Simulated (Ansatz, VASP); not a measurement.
# Zn: VASP beside Ansatz

File INCAR:

```
SYSTEM = Zn
PREC = Accurate ; ENCUT = 520
EDIFF = 1E-6 ; ISMEAR = 0
SIGMA = 0.15 ; LREAL = .FALSE.
LASPH = .TRUE. ; NELM = 100
ALGO = Fast ; ISIF = 2
LWAVE = .FALSE. ; LCHARG = .FALSE.
GGA = PE ; NBANDS = 12
```

Contents of KPOINTS:

```
regular mesh
0
G
  22 22 22
  0 0 0
```

File POSCAR:

```
Zn
1.0
   -0.7032451391      1.6487452928      1.6487452928
    1.6487452928     -0.7032451391      1.6487452928
    1.6487452928      1.6487452928     -0.7032451391
Zn
1
Direct
    0.0000000000      0.0000000000      0.0000000000
```

Input for Ansatz:

```yaml
crystal:
  lattice:
    - [-0.7032451391, 1.6487452928, 1.6487452928]
    - [1.6487452928, -0.7032451391, 1.6487452928]
    - [1.6487452928, 1.6487452928, -0.7032451391]
  atoms:
    - { symbol: Zn, position: [0.0, 0.0, 0.0] }
basis:
  ecutwfc: 520.0
kpoints:
  mp_grid: { grid: [22, 22, 22] }
hamiltonian:
  xc: pbe
scf:
  occupations: { method: gaussian, width: 0.15 }
output:
  forces: true
  stress: true
  eigenvalues: true
```

Alike in both runs: task single point; functional PBE; k mesh 22 × 22 × 22; occupations gaussian, width 0.15 eV; no spin polarisation.

|  | VASP | Ansatz |
| --- | --- | --- |
| version | VASP 6.6.1 | Ansatz 0.2.0 |
| potentials or method | VASP PAW PBE potentials, release 64 (Zn), cutoff 520 eV | scalar-relativistic, plane waves, PAW |
| valence electrons in the cell | 12 | 12 |

Ansatz gave:

* gap on the k mesh at the Fermi level (eV): none
* pressure (GPa): 20.1
* traceless stress, the component that is largest in VASP (GPa): 2.12

Question: Which values does VASP return?

Answer: gap on the k mesh at the Fermi level (eV): none; pressure (GPa): 20.6; traceless stress, the component that is largest in VASP (GPa): 2.15.

A gap of «none» marks a metal or a gap that the smearing closes.
